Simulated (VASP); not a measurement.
Here is a VASP 6.6.1 calculation.

INCAR

```
SYSTEM = AlNi3
PREC = Accurate
ENCUT = 520
EDIFF = 1E-6
ISMEAR = -1
SIGMA = 0.05
LREAL = .FALSE.
LASPH = .TRUE.
NELM = 150
ALGO = Normal
ISIF = 2
LWAVE = .FALSE.
LCHARG = .FALSE.
ISPIN = 2
MAGMOM = 1.26667 1.26667 1.26667 0
LORBIT = 11
NUPDOWN = 3.8
LMAXMIX = 4
GGA = PS
NBANDS = 28
```

Contents of KPOINTS:

```
regular mesh
0
G
  6 6 6
  0 0 0
```

Contents of POSCAR:

```
AlNi3
1.0
    3.5230547267      0.0000000000      0.0000000000
    0.0000000000      3.5230547267      0.0000000000
    0.0000000000      0.0000000000      3.5230547267
Ni Al
3 1
Direct
    0.5000000000      0.5000000000      0.0000000000
    0.5000000000      0.0000000000      0.5000000000
    0.0000000000      0.5000000000      0.5000000000
    0.0000000000      0.0000000000      0.0000000000
```

Potentials or basis: VASP PAW PBE potentials, release 64 (Ni, Al).

Launch:

```sh
$ cat potpaw_PBE.64/Ni/POTCAR potpaw_PBE.64/Al/POTCAR > POTCAR
$ mpirun -np 1 vasp_std > vasp.out
```

Problem. Predict the pressure.

Solution. 10.5 GPa.

Caveat: the PAW data sets were made with another functional, which shifts forces and pressure a little; the total moment is fixed, so each spin has its own Fermi level.
